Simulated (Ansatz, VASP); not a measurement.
One calculation of KMgPd3, two programs

```
CELL_PARAMETERS angstrom
4.87744 0.00000 0.00000
0.00000 4.87744 0.00000
0.00000 0.00000 4.87744
ATOMIC_POSITIONS crystal
K 0.50000 0.50000 0.50000
Mg 0.00000 0.00000 0.00000
Pd 0.50000 0.00000 0.00000
Pd 0.00000 0.50000 0.00000
Pd 0.00000 0.00000 0.50000
```

Change from the starting cell: species swapped into the KTaO3 type (Pm-3m, No. 221).

Alike in both runs: functional PBE; k mesh 4 × 4 × 4; occupations gaussian, width 0.1 eV; no spin polarisation.

Ansatz relaxed the structure, and its values are those at the end. VASP's run is a single point on that final structure, the one shown.

|  | VASP | Ansatz |
| --- | --- | --- |
| version | VASP 6.6.1 | Ansatz 0.2.0 |
| potentials or method | VASP PAW PBE potentials, release 64 (K_sv, Mg, Pd), cutoff 600 eV | scalar-relativistic, plane waves, PAW |
| valence electrons in the cell | 41 | 73 |

|  | VASP | Ansatz | Ansatz less VASP |
| --- | --- | --- | --- |
| gap on the k mesh at the Fermi level (eV) | none | none | - |
| pressure (GPa) | 0.0 | 0.0 | -0.03 |

A gap of «none» marks a metal or a gap that the smearing closes. VASP's potentials hold 41 valence electrons a cell and Ansatz's 73, so a difference there can come from the potentials and not from the codes.
